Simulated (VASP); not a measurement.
Re, 2 atoms in the cell. It takes space group P6_3/mmc (No. 194, hexagonal). Conventional cell: a = 2.888 Å, b = 2.888 Å, c = 4.799 Å, α = 90.00°, β = 90.00°, γ = 120.00°. Re (site symmetry -6m2) has 12 Re at 2.89 to 2.92 Å within 3.8 Å. 

| Item | Value |
| --- | --- |
| Program | VASP 6.6.1 |
| Task | single point |
| Functional | PBEsol |
| Potentials or basis | VASP PAW PBE potentials, release 64 (Re) |
| Cutoff | 520 eV |
| k mesh | 18 × 18 × 10 |
| Occupations | gaussian, width 0.15 eV |
| Spin | no spin polarisation |
| Dipole correction | no |
| Further INCAR settings | ALGO = Fast; EDIFF = 1e-07; NBANDS = 14 |

Potentials or basis: VASP PAW PBE potentials, release 64 (Re).

Run with:

```sh
$ cat potpaw_PBE.64/Re/POTCAR > POTCAR
$ mpirun -np 1 vasp_std > vasp.out
```

Hardware: 1 thread of Intel(R) Xeon(R) 6975P-C (Granite Rapids), on a shared host.

How long does it take, and how much memory?

Run time: 40 s on 1 thread of Intel(R) Xeon(R) 6975P-C (Granite Rapids), on a shared host, peak memory 0.22 GiB. Counts: scf iterations 14, k points 222.
